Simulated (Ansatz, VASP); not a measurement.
**ZnO in VASP and in Ansatz**

```
Zn O
1.0
     3.27140    0.00000    0.00000
    -1.63570    2.83312    0.00000
     0.00000    0.00000   10.62470
Zn O
4 4
Direct
  0.66667 0.33333 0.84413
  0.33333 0.66667 0.34413
  0.00000 0.00000 0.59431
  0.00000 0.00000 0.09431
  0.66667 0.33333 0.65592
  0.33333 0.66667 0.15592
  0.00000 0.00000 0.40565
  0.00000 0.00000 0.90565
```

Alike in both runs: functional PBE; k mesh 6 × 6 × 2; occupations gaussian, width 0.1 eV; no spin polarisation.

Ansatz relaxed the structure, and its values are those at the end. VASP's run is a single point on that final structure, the one shown.

|  | VASP | Ansatz |
| --- | --- | --- |
| version | VASP 6.6.1 | Ansatz 0.2.0 |
| potentials or method | VASP PAW PBE potentials, release 64 (Zn, O), cutoff 520 eV | scalar-relativistic, plane waves, PAW |
| valence electrons in the cell | 72 | 72 |

```csv
,VASP,Ansatz,Ansatz less VASP
gap on the k mesh at the Fermi level (eV),0.67,0.69,+0.016
least direct gap on the mesh (eV),0.67,0.69,+0.016
pressure (GPa),1.0,0.1,-0.85
```

With one functional, cell and mesh, what is left measures potentials, basis and numerics.
